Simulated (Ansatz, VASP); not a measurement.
Two plane-wave programs on NbPdSe4

```
Nb Pd Se
1.0
     3.25383    0.00000    0.00000
     0.00000    3.25383    0.00000
     0.00000    0.00000   12.26143
Nb Pd Se
1 1 4
Direct
  0.00000 0.00000 0.50000
  0.00000 0.00000 0.00000
  0.50000 0.50000 0.36453
  0.50000 0.50000 0.86434
  0.50000 0.50000 0.13566
  0.50000 0.50000 0.63547
```

Change from the starting cell: species swapped into the MnFeSi4 type (P4/mmm, No. 123).

Alike in both runs: task relaxation of cell and atoms; functional PBE; k mesh 6 × 6 × 2; occupations gaussian, width 0.1 eV; no spin polarisation.

|  | VASP | Ansatz |
| --- | --- | --- |
| version | VASP 6.6.1 | Ansatz 0.2.0 |
| potentials or method | VASP PAW PBE potentials, release 64 (Nb_sv, Pd, Se), cutoff 600 eV | scalar-relativistic, plane waves, PAW |
| valence electrons in the cell | 47 | 95 |

Ansatz gave:

| Quantity | Value |
| --- | --- |
| gap on the k mesh at the Fermi level, each at its own relaxed structure (eV) | none |
| relaxed volume (Å³/atom) | 22.72 |
| relaxed length of the cell vector where the two differ most in proportion (Å) | 13.935 |

What did VASP give for the same quantities?

gap on the k mesh at the Fermi level, each at its own relaxed structure (eV): none; relaxed volume (Å³/atom): 23.01; relaxed length of the cell vector where the two differ most in proportion (Å): 14.174.

A gap of «none» marks a metal or a gap that the smearing closes. VASP's potentials hold 47 valence electrons a cell and Ansatz's 95, so a difference there can come from the potentials and not from the codes.
